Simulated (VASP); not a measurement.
A run of VASP 6.6.1 is set up as follows.

Contents of INCAR:

```
SYSTEM = CoSi2
  ALGO = Normal
  EDIFF = 1E-6
  ENCUT = 520
  GGA = PS
  ISIF = 2
  ISMEAR = 0
  LASPH = .TRUE.
  LCHARG = .FALSE.
  LREAL = .FALSE.
  LWAVE = .FALSE.
  NBANDS = 16
  NELM = 100
  PREC = Accurate
  SIGMA = 0.15
```

KPOINTS

```
k-points
0
G
  16 16 16
  0 0 0
```

File POSCAR:

```
CoSi2
1.0
    0.0000000000      2.6562539604      2.6562539604
    2.6562539604      0.0000000000      2.6562539604
    2.6562539604      2.6562539604      0.0000000000
Co Si
1 2
Direct
    0.0000000000      0.0000000000      0.0000000000
    0.2826032607      0.2826032607      0.2826032607
    0.7173967393      0.7173967393      0.7173967393
```

Potentials or basis: VASP PAW PBE potentials, release 64 (Co, Si).

Launch:

```console
$ cat potpaw_PBE.64/Co/POTCAR potpaw_PBE.64/Si/POTCAR > POTCAR
$ mpirun -np 1 vasp_std > vasp.out
```

(1) What does it give for the largest force?

(2) Predict the band gap on the k mesh.

(3) Predict the pressure.

Results:

(1) 2.617 eV/Å.

(2) zero (an odd number of electrons rules out a gap without spin polarisation).

(3) 12.0 GPa.

Caveat: the cell differs from its parent crystal (atoms displaced along a vibrational mode); the cell stands under pressure; the PAW data sets were made with another functional, which shifts forces and pressure a little; the run has no spin polarisation, though such a crystal can be magnetic.
